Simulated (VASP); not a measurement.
# Al12C in VASP: a series of runs

Runs on Al12C. Level: PBE. Tasks: single point, relaxation of the atoms.

All numbers are computed with VASP 6.6.1; they aren't measurements. Logs are shortened: lines on timing, memory, paths and dates and some standing lists are left out, and cuts for length are marked.

## (1) The cell of the first run

The cell holds a slab with vacuum, 13 atoms: a = 5.714 Å, b = 5.714 Å, c = 20.101 Å, α = 90.00°, β = 90.00°, γ = 120.00°.

## (2) Single point, PBE

File INCAR:

```
SYSTEM = Al12C
PREC     = Accurate       ! precision mode
ENCUT    = 520            ! plane-wave cutoff, eV
EDIFF    = 1E-6           ! SCF threshold, eV
ISMEAR   = 0              ! smearing method
SIGMA    = 0.1            ! smearing width, eV
LREAL    = .False.        ! projectors in reciprocal space
LASPH    = .True.         ! aspherical terms in the spheres
NELM     = 80             ! most SCF steps
ALGO     = Normal         ! electronic algorithm
ISIF     = 2              ! what is computed and relaxed
LWAVE    = .False.        ! write WAVECAR
LCHARG   = .False.        ! write CHGCAR
LDIPOL   = .True.       
IDIPOL   = 3            
DIPOL    = 0.5 0.5 0.330
GGA      = PE             ! functional
NBANDS   = 32             ! bands
```

File KPOINTS:

```
Automatic mesh
0
Gamma
  6 6 1
  0 0 0
```

File POSCAR:

```
Al12C
1.0
    5.7135165837      0.0000000000      0.0000000000
   -2.8567582918      4.9480505064      0.0000000000
    0.0000000000      0.0000000000     20.1013782189
Al C
12 1
Direct
    0.3333333333      0.1666666667      0.1989913307
    0.3333333333      0.6666666667      0.1989913307
    0.8333333333      0.1666666667      0.1989913307
    0.8333333333      0.6666666667      0.1989913307
    0.1666666667      0.3333333333      0.3134471524
    0.1666666667      0.8333333333      0.3134471524
    0.6666666667      0.3333333333      0.3134471524
    0.6666666667      0.8333333333      0.3134471524
    0.0000000000      0.0000000000      0.4278999243
    0.0000000000      0.5000000000      0.4278999243
    0.5000000000      0.0000000000      0.4278999243
    0.5000000000      0.5000000000      0.4278999243
    0.0000000000      0.0000000000      0.5221574846
```

Potentials or basis: VASP PAW PBE potentials, release 64 (Al, C).

On the command line:

```sh
$ cat potpaw_PBE.64/Al/POTCAR potpaw_PBE.64/C/POTCAR > POTCAR
$ mpirun -np 1 vasp_std > vasp.out
```

OUTCAR:

```text
SYSTEM = Al12C
   PREC = Accurate
   ENCUT = 520
   EDIFF = 1E-6
   ISMEAR = 0
   LREAL = .False.
   LASPH = .True.
   NELM = 80
   ISIF = 2
   GGA = PE

 ion  position               nearest neighbor table
   1  0.333  0.167  0.199-   5 2.83   6 2.83   7 2.83   2 2.86   2 2.86   3 2.86   3 2.86   4 2.86
                             4 2.86
   2  0.333  0.667  0.199-   6 2.83   5 2.83   8 2.83   1 2.86   1 2.86   4 2.86   4 2.86   3 2.86
                             3 2.86
   3  0.833  0.167  0.199-   7 2.83   8 2.83   5 2.83   4 2.86   4 2.86   1 2.86   1 2.86   2 2.86
                             2 2.86
   4  0.833  0.667  0.199-   8 2.83   7 2.83   6 2.83   3 2.86   3 2.86   2 2.86   2 2.86   1 2.86
                             1 2.86
   5  0.167  0.333  0.313-   9 2.83  12 2.83  10 2.83   1 2.83   2 2.83   3 2.83   6 2.86   6 2.86
                             7 2.86   7 2.86   8 2.86   8 2.86
   6  0.167  0.833  0.313-  10 2.83  11 2.83   9 2.83   2 2.83   1 2.83   4 2.83   5 2.86   5 2.86
                             8 2.86   8 2.86   7 2.86   7 2.86
   7  0.667  0.333  0.313-  11 2.83  10 2.83  12 2.83   3 2.83   4 2.83   1 2.83   8 2.86   8 2.86
                             5 2.86   5 2.86   6 2.86   6 2.86
   8  0.667  0.833  0.313-  12 2.83   9 2.83  11 2.83   4 2.83   3 2.83   2 2.83   7 2.86   7 2.86
                             6 2.86   6 2.86   5 2.86   5 2.86
   9  0.000  0.000  0.428-  13 1.89   5 2.83   8 2.83   6 2.83  10 2.86  10 2.86  11 2.86  11 2.86
                            12 2.86  12 2.86
  10  0.000  0.500  0.428-   6 2.83   7 2.83   5 2.83   9 2.86   9 2.86  12 2.86  12 2.86  11 2.86
                            11 2.86
  11  0.500  0.000  0.428-   7 2.83   6 2.83   8 2.83  12 2.86  12 2.86   9 2.86   9 2.86  10 2.86
                            10 2.86
  12  0.500  0.500  0.428-   8 2.83   5 2.83   7 2.83  11 2.86  11 2.86  10 2.86  10 2.86   9 2.86
                             9 2.86
  13  0.000  0.000  0.522-   9 1.89

  LATTYP: Found a hexagonal cell.
 ALAT       =     5.7135165837
 C/A-ratio  =     3.5182147325

  Lattice vectors:

 A1 = (   5.7135165837,   0.0000000000,   0.0000000000)
 A2 = (  -2.8567582918,   4.9480505064,   0.0000000000)
 A3 = (   0.0000000000,   0.0000000000,  20.1013782189)

Analysis of symmetry for initial positions (statically):
=====================================================================
 Subroutine PRICEL returns:
 Original cell was already a primitive cell.

 Routine SETGRP: Setting up the symmetry group for a
 hexagonal supercell.

 Subroutine GETGRP returns: Found  6 space group operations
 (whereof  6 operations were pure point group operations)
 out of a pool of 24 trial point group operations.

The static configuration has the point symmetry C_3v.

Analysis of symmetry for dynamics (positions and initial velocities):
=====================================================================
 Subroutine PRICEL returns:
 Original cell was already a primitive cell.

 Routine SETGRP: Setting up the symmetry group for a
 hexagonal supercell.

 Subroutine GETGRP returns: Found  6 space group operations
 (whereof  6 operations were pure point group operations)
 out of a pool of 24 trial point group operations.

The dynamic configuration has the point symmetry C_3v.

 Subroutine INISYM returns: Found  6 space group operations
 (whereof  6 operations are pure point group operations),
 and found     1 'primitive' translations

----------------------------------------------------------------------------------------

                                     Primitive cell

  volume of cell :     568.2814

  direct lattice vectors                    reciprocal lattice vectors
     5.713516584  0.000000000  0.000000000     0.175023558  0.101049898  0.000000000
    -2.856758292  4.948050506  0.000000000     0.000000000  0.202099796  0.000000000
     0.000000000  0.000000000 20.101378219     0.000000000  0.000000000  0.049747833

  length of vectors
     5.713516584  5.713516584 20.101378219     0.202099796  0.202099796  0.049747833

  position of ions in fractional coordinates (direct lattice)
     0.333333333  0.166666667  0.198991331
     0.333333333  0.666666667  0.198991331
     0.833333333  0.166666667  0.198991331
     0.833333333  0.666666667  0.198991331
     0.166666667  0.333333333  0.313447152
     0.166666667  0.833333333  0.313447152
     0.666666667  0.333333333  0.313447152
     0.666666667  0.833333333  0.313447152
     0.000000000  0.000000000  0.427899924
     0.000000000  0.500000000  0.427899924
     0.500000000  0.000000000  0.427899924
     0.500000000  0.500000000  0.427899924
     0.000000000  0.000000000  0.522157485

  ion indices of the primitive-cell ions
   primitive index   ion index
                 1           1
                 2           2
                 3           3
                 4           4
                 5           5
                 6           6
                 7           7
                 8           8
                 9           9
                10          10
                11          11
                12          12
                13          13

----------------------------------------------------------------------------------------

 KPOINTS: Automatic mesh

Automatic generation of k-mesh.
 Grid dimensions read from file:
 generate k-points for:    6    6    1

 Generating k-lattice:

  Cartesian coordinates                     Fractional coordinates (reciprocal lattice)
     0.029170593  0.016841650  0.000000000     0.166666667  0.000000000  0.000000000
     0.000000000  0.033683299  0.000000000     0.000000000  0.166666667  0.000000000
     0.000000000  0.000000000  0.049747833     0.000000000  0.000000000  1.000000000

  Length of vectors
     0.033683299  0.033683299  0.049747833

  Shift w.r.t. Gamma in fractional coordinates (k-lattice)
     0.000000000  0.000000000  0.000000000

 Subroutine IBZKPT returns following result:
 ===========================================

 Found      7 irreducible k-points:

 Following reciprocal coordinates:
            Coordinates               Weight
  0.000000  0.000000  0.000000      1.000000
  0.166667 -0.000000  0.000000      6.000000
  0.333333 -0.000000  0.000000      6.000000
  0.500000 -0.000000  0.000000      3.000000
  0.166667  0.166667  0.000000      6.000000
  0.333333  0.166667  0.000000     12.000000
  0.333333  0.333333  0.000000      2.000000
   k-points           NKPTS =      7   k-points in BZ     NKDIM =      7   number of bands    NBANDS=     32
   number of dos      NEDOS =    301   number of ions     NIONS =     13
   total plane-waves  NPLWV = 264600
   dimension x,y,z NGX =    42 NGY =   42 NGZ =  150
   dimension x,y,z NGXF=    84 NGYF=   84 NGZF=  300
   ions per type =              12   1
   NGX,Y,Z   is equivalent  to a cutoff of  12.22, 12.22, 12.41 a.u.
   NGXF,Y,Z  is equivalent  to a cutoff of  24.44, 24.44, 24.81 a.u.
 SYSTEM =  Al12C
   PREC   = accura    normal or accurate (medium, high low for compatibility)
   ISTART =      0    job   : 0-new  1-cont  2-samecut
   ICHARG =      2    charge: 1-file 2-atom 10-const
   ISPIN  =      1    spin polarized calculation?
   LNONCOLLINEAR =      F non collinear calculations
   LSORBIT =      F    spin-orbit coupling
   LASPH  =      T    aspherical Exc in radial PAW
   ENCUT  =  520.0 eV  38.22 Ry    6.18 a.u.  10.62 10.62 37.38*2*pi/ulx,y,z
   NELM   =     80;   NELMIN=  2; NELMDL= -5     # of ELM steps
   EDIFF  = 0.1E-05   stopping-criterion for ELM
   LREAL  =      F    real-space projection
   EDIFFG = 0.1E-04   stopping-criterion for IOM
   NSW    =      0    number of steps for IOM
   IBRION =     -1    ionic relax: 0-MD 1-quasi-New 2-CG
   NFREE  =      0    steps in history (QN), initial steepest desc. (CG)
   ISIF   =      2    stress and relaxation
   ISYM   =      2    0-nonsym 1-usesym 2-fastsym
   POTIM  = 0.5000    time-step for ionic-motion
   TEBEG  =    0.0;   TEEND  =   0.0 temperature during run
   PSTRESS=    0.0 pullay stress
   NELECT =      40.0000    total number of electrons
   NUPDOWN=      -1.0000    fix difference up-down
   EMIN   =  10.00;   EMAX   =-10.00  energy-range for DOS
   EFERMI =   0.00;   METHOD = LEGACY
   ISMEAR =     0;   SIGMA  =   0.10  broadening in eV -4-tet -1-fermi 0-gaus
   EFERMI_NEDOS =   21; number of points for ismear=-14 and -15
   IALGO  =     38    algorithm
   IMIX   =      4    mixing-type and parameters
     AMIX     =   0.40;   BMIX     =  1.00
     AMIX_MAG =   1.60;   BMIX_MAG =  1.00
  volume/ion in A,a.u.               =      43.71       295.00
  Fermi-wavevector in a.u.,A,eV,Ry     =   0.675938  1.277338  6.216400  0.456892
  Thomas-Fermi vector in A             =   1.753103
   LORBIT       =      0    0 simple, 1 ext, 2 COOP (PROOUT), +10 PAW based schemes
   GGA     = PE    functional components
   LHFCALC =     F    Hartree Fock is set to
   AEXX    =    0.0000 exact exchange contribution
   IVDW    =     0    specifies the selected vdW correction
   LEPSILON=     F    determine dielectric tensor
   LRPA    =     F    only Hartree local field effects (RPA)
 non-spin polarized calculation
 Gauss-broadening in eV      SIGMA  =   0.10
  energy-cutoff  :      520.00
  volume of cell :      568.28
 maximum number of plane-waves:     15351
   NGX = 21   NGY = 21   NGZ = 75

 dipolmoment           0.000000      0.000000     -0.034190 electrons x Angstroem

 number of electron      40.0000001 magnetization

 dipolmoment           0.000000      0.000000      0.314023 electrons x Angstroem

 Free energy of the ion-electron system (eV)
  ---------------------------------------------------
  ext. energy  EPLUGINS =         0.00000000
  ---------------------------------------------------
  free energy    TOTEN  =       -46.11290596 eV

  energy without entropy =      -46.07417816  energy(sigma->0) =      -46.09354206

 E-fermi :  -0.1325     XC(G=0):  -4.6648

 val. band max:       -0.3237532896   @ k =   0.1667  -0.0000   0.0000
 cond. band min:      -0.1249674614   @ k =   0.1667  -0.0000   0.0000
 fundamental gap:      0.1987858282
 Fermi energy:        -0.1325380896

 k-point     1 :       0.0000    0.0000    0.0000
  band No.  band energies     occupation
      1     -10.9032      2.00000
      2      -9.8249      2.00000
      3      -8.5638      2.00000
      4      -6.0147      2.00000
      5      -4.9566      2.00000
      6      -4.9566      2.00000
[... 24 lines left out ...]
     31       3.1735      0.00000
     32       3.2443      0.00000

 k-point     2 :       0.1667   -0.0000    0.0000
  band No.  band energies     occupation
      1     -10.7447      2.00000
      2      -9.7472      2.00000
      3      -8.4730      2.00000
      4      -6.6904      2.00000
      5      -5.9192      2.00000
      6      -5.7367      2.00000
[... 167 lines left out ...]
 k-point     7 :       0.3333    0.3333    0.0000
  band No.  band energies     occupation
      1      -9.7654      2.00000
      2      -8.8406      2.00000
      3      -8.8324      2.00000
      4      -8.6055      2.00000
      5      -7.1448      2.00000
      6      -7.1328      2.00000
[... 24 lines left out ...]
     31       2.9528      0.00000
     32       3.1884      0.00000

------------------------ aborting loop because EDIFF is reached ----------------------------------------

 vacuum level on the upper side and lower side of the slab       (xc-potential included)         0.939        -1.007

  FORCE on cell =-STRESS in cart. coord.  units (eV):
  Direction    XX          YY          ZZ          XY          YZ          ZX
  --------------------------------------------------------------------------------------
  -------------------------------------------------------------------------------------
  Total       -3.5651984     -3.5651984      0.8492889     -0.0000000      0.0000000      0.0000000
  in kB      -10.0514991    -10.0514991      2.3944325     -0.0000000      0.0000000      0.0000000
  external PRESSURE =      -5.9028552 kB  Pullay stress =       0.0000000 kB

 VOLUME and BASIS-vectors are now :
 -----------------------------------------------------------------------------
  energy-cutoff  :      520.00
  volume of cell :      568.28
      direct lattice vectors                 reciprocal lattice vectors
     5.713516584  0.000000000  0.000000000     0.175023558  0.101049898  0.000000000
    -2.856758292  4.948050506  0.000000000     0.000000000  0.202099796  0.000000000
     0.000000000  0.000000000 20.101378219     0.000000000  0.000000000  0.049747833

 POSITION                                       TOTAL-FORCE (eV/Angst)
 -----------------------------------------------------------------------------------
      1.42838      0.82468      4.00000        -0.063394     -0.036601     -0.093243
     -0.00000      3.29870      4.00000         0.000000      0.000000      0.002043
      4.28514      0.82468      4.00000         0.063394     -0.036601     -0.093243
      2.85676      3.29870      4.00000         0.000000      0.073201     -0.093243
      0.00000      1.64935      6.30072        -0.000000     -0.084531      0.044378
     -1.42838      4.12338      6.30072        -0.073206      0.042266      0.044378
      2.85676      1.64935      6.30072         0.000000      0.000000      0.063919
      1.42838      4.12338      6.30072         0.073206      0.042266      0.044378
      0.00000      0.00000      8.60138         0.000000     -0.000000     -0.989987
     -1.42838      2.47403      8.60138         0.083074      0.047963      0.352600
      2.85676      0.00000      8.60138        -0.000000     -0.095926      0.352600
      1.42838      2.47403      8.60138        -0.083074      0.047963      0.352600
      0.00000      0.00000     10.49609         0.000000      0.000000      0.012821
 -----------------------------------------------------------------------------------
    total drift:                                0.000000     -0.000000      0.000077

  FREE ENERGIE OF THE ION-ELECTRON SYSTEM (eV)
  ---------------------------------------------------
  free  energy   TOTEN  =       -46.1129059613 eV

  energy  without entropy=      -46.0741781623  energy(sigma->0) =      -46.09354206

 vacuum level on the upper side and lower side of the slab         5.653         3.637
```

Wall time 2.7 min (1 thread of Intel Xeon 6975P-C (Granite Rapids), shared host); peak memory 0.58 GiB.

Results:

```yaml
Free_energy: -46.1129 eV
Largest_force: 0.990 eV/Å
Band_gap_on_the_k_mesh: zero (bands 20 and 21 overlap by 0.64 eV)
```

Forces on the atoms (eV/Å):
```
Al  -0.063 -0.037 -0.093
Al   0.000  0.000  0.002
Al   0.063 -0.037 -0.093
Al   0.000  0.073 -0.093
Al   0.000 -0.085  0.044
Al  -0.073  0.042  0.044
Al   0.000  0.000  0.064
Al   0.073  0.042  0.044
Al   0.000  0.000 -0.990
Al   0.083  0.048  0.353
Al   0.000 -0.096  0.353
Al  -0.083  0.048  0.353
C    0.000  0.000  0.013
```

Levels at points of the mesh, in eV from the Fermi level:
```csv
k point,band 16,band 17,band 18,band 19,band 20,band 21,band 22,band 23,band 24,band 25
"(0.00, 0.00, 0.00)",-2.88,-2.60,-1.06,-0.90,-0.90,-0.37,-0.37,-0.31,0.63,0.76
"(0.50, 0.00, 0.00)",-0.69,-0.63,-0.53,-0.37,0.01,0.16,0.23,0.86,1.17,1.41
```

## (3) Single point, PBE

File INCAR:

```
SYSTEM = Al12C
PREC = Accurate
ENCUT = 520
EDIFF = 1E-7
ISMEAR = 0
SIGMA = 0.1
LREAL = .FALSE.
LASPH = .TRUE.
NELM = 100
ALGO = Normal
ISIF = 2
LWAVE = .FALSE.
LCHARG = .FALSE.
LDIPOL = .TRUE.
IDIPOL = 3
DIPOL = 0.5 0.5 0.326
GGA = PE
NBANDS = 32
```

File KPOINTS:

```
Automatic mesh
0
G
  6 6 1
  0 0 0
```

Edit POSCAR of step 2 so:

```diff
@@ -20,2 +20,2 @@
     0.5000000000      0.5000000000      0.4278999243
-    0.0000000000      0.0000000000      0.5221574846
+    0.1666666667      0.3333333333      0.4761414642
```

Potentials or basis: VASP PAW PBE potentials, release 64 (Al, C).

On the command line:

```sh
$ cat potpaw_PBE.64/Al/POTCAR potpaw_PBE.64/C/POTCAR > POTCAR
$ mpirun -np 1 vasp_std > vasp.out
```

OUTCAR:

```text
SYSTEM = Al12C
   PREC = Accurate
   ENCUT = 520
   EDIFF = 1E-7
   ISMEAR = 0
   LREAL = .FALSE.
   LASPH = .TRUE.
   NELM = 100
   ISIF = 2
   GGA = PE

 ion  position               nearest neighbor table
   1  0.333  0.167  0.199-   5 2.83   6 2.83   7 2.83   2 2.86   2 2.86   3 2.86   3 2.86   4 2.86
                             4 2.86
   2  0.333  0.667  0.199-   6 2.83   5 2.83   8 2.83   1 2.86   1 2.86   4 2.86   4 2.86   3 2.86
                             3 2.86
   3  0.833  0.167  0.199-   7 2.83   8 2.83   5 2.83   4 2.86   4 2.86   1 2.86   1 2.86   2 2.86
                             2 2.86
   4  0.833  0.667  0.199-   8 2.83   7 2.83   6 2.83   3 2.86   3 2.86   2 2.86   2 2.86   1 2.86
                             1 2.86
[... 482 lines left out ...]
    -2.856758292  4.948050506  0.000000000     0.000000000  0.202099796  0.000000000
     0.000000000  0.000000000 20.101378219     0.000000000  0.000000000  0.049747833

 POSITION                                       TOTAL-FORCE (eV/Angst)
 -----------------------------------------------------------------------------------
      1.42838      0.82468      4.00000        -0.028158      0.016257     -0.171974
     -0.00000      3.29870      4.00000        -0.000000     -0.032514     -0.171974
      4.28514      0.82468      4.00000         0.028158      0.016257     -0.171974
      2.85676      3.29870      4.00000        -0.000000     -0.000000     -0.256102
      0.00000      1.64935      6.30072        -0.000000     -0.000000     -0.135157
     -1.42838      4.12338      6.30072         0.023842      0.013765      0.096026
      2.85676      1.64935      6.30072        -0.000000     -0.027531      0.096026
      1.42838      4.12338      6.30072        -0.023842      0.013765      0.096026
      0.00000      0.00000      8.60138        -0.000000     -1.031102      0.257981
     -1.42838      2.47403      8.60138        -0.892961      0.515551      0.257981
      2.85676      0.00000      8.60138        -0.000000     -0.000000     -0.174002
      1.42838      2.47403      8.60138         0.892961      0.515551      0.257981
      0.00000      1.64935      9.57110        -0.000000      0.000000      0.019166
 -----------------------------------------------------------------------------------
    total drift:                                0.000000     -0.000000     -0.000148

  FREE ENERGIE OF THE ION-ELECTRON SYSTEM (eV)
  ---------------------------------------------------
  free  energy   TOTEN  =       -49.3368768309 eV

  energy  without entropy=      -49.3000506693  energy(sigma->0) =      -49.31846375

 vacuum level on the upper side and lower side of the slab         5.000         4.003
```

stdout:

```text
POSCAR found type information on POSCAR AlC
 POSCAR found :  2 types and      13 ions
 scaLAPACK will be used
 LDA part: xc-table for (Slater+PW92), standard interpolation
 POSCAR, INCAR and KPOINTS ok, starting setup
 FFT: planning ... GRIDC
 FFT: planning ... GRID_SOFT
 FFT: planning ... GRID
 WAVECAR not read
 entering main loop
```

Run time: 2.9 min. Hardware: 1 thread of Intel Xeon 6975P-C (Granite Rapids), shared host; peak memory 0.58 GiB.

What came out:

```
Free energy            : -49.3369 eV
Largest force          : 1.063 eV/Å
Band gap on the k mesh : zero (bands 20 and 21 overlap by 0.31 eV)
```

Forces on the atoms (eV/Å):
```
Al  -0.028  0.016 -0.172
Al   0.000 -0.033 -0.172
Al   0.028  0.016 -0.172
Al   0.000  0.000 -0.256
Al   0.000  0.000 -0.135
Al   0.024  0.014  0.096
Al   0.000 -0.028  0.096
Al  -0.024  0.014  0.096
Al   0.000 -1.031  0.258
Al  -0.893  0.516  0.258
Al   0.000  0.000 -0.174
Al   0.893  0.516  0.258
C    0.000  0.000  0.019
```

Levels at points of the mesh, in eV from the Fermi level:
```tsv
k point	band 18	band 19	band 20	band 21	band 22	band 23
(0.00, 0.00, 0.00)	-1.57	-1.57	-0.63	-0.33	-0.12	-0.12
(0.50, 0.00, 0.00)	-0.50	-0.28	-0.02	0.22	0.40	1.25
```

(Part 1 of 2 ends here.)
